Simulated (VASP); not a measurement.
## HgPt: electric field gradients with LDA

Crystal: HgPt.

```
CELL_PARAMETERS angstrom
2.68472 0.00000 0.00000
0.00000 2.68472 0.00000
0.00000 0.00000 3.54066
ATOMIC_POSITIONS crystal
Hg 0.00000 0.00000 0.00000
Pt 0.50000 0.50000 0.50000
```

```json
{"Program": "VASP 6.6.1", "Task": "electric field gradients", "Functional": "LDA", "Potentials or basis": "VASP PAW LDA potentials, release 64 (Hg_sv_GW, Pt_sv_GW)", "Cutoff": "430 eV", "k mesh": "12 × 12 × 9", "Occupations": "fermi-dirac, width 0.05 eV", "Spin": "no spin polarisation", "Dipole correction": "no", "Further INCAR settings": "ALGO = Normal; EDIFF = 1e-08; NBANDS = 26"}
```

| Item | Value |
| --- | --- |
| Pressure | 108.1 GPa |
| Band gap on the k mesh | zero (bands 19 and 20 overlap by 5.38 eV) |
| Largest electric field gradient by atom | Hg -169.0; Pt +177.5 V/Å² |

Stress tensor (GPa, compression positive):
```
108.06   0.00   0.00
  0.00 108.06   0.00
  0.00   0.00 108.22
```

Levels at points of the mesh, in eV from the Fermi level:
| k point | band 15 | band 16 | band 17 | band 18 | band 19 | band 20 | band 21 | band 22 | band 23 | band 24 |
| --- | --- | --- | --- | --- | --- | --- | --- | --- | --- | --- |
| (0.00, 0.00, 0.00) | -6.14 | -4.30 | -1.55 | -1.55 | -1.33 | 0.48 | 8.98 | 8.98 | 9.34 | 12.89 |
| (0.50, 0.00, 0.00) | -6.53 | -6.37 | -3.95 | -3.65 | -2.88 | 1.28 | 10.00 | 11.14 | 12.38 | 13.37 |
| (0.50, 0.50, 0.00) | -1.83 | -1.83 | -1.83 | -1.19 | -1.19 | 0.07 | 6.53 | 7.96 | 9.92 | 10.20 |

Electric field gradients, principal values (V/Å²):
```
atom    least   middle  greatest (by size)
1 Hg   84.507   84.507            -169.014
2 Pt  -88.766  -88.766             177.531
```

It took 34 s on 1 thread of AMD EPYC 9R45 96-Core Processor (Zen 5), on a shared host, peak memory 0.17 GiB.

Caveat: the cell stands under pressure; without QUAD_EFG the Cq values of the log hold for a quadrupole moment of 1 mb, not for the nuclei; spin-orbit coupling is left out, which moves the levels of the heavy elements.
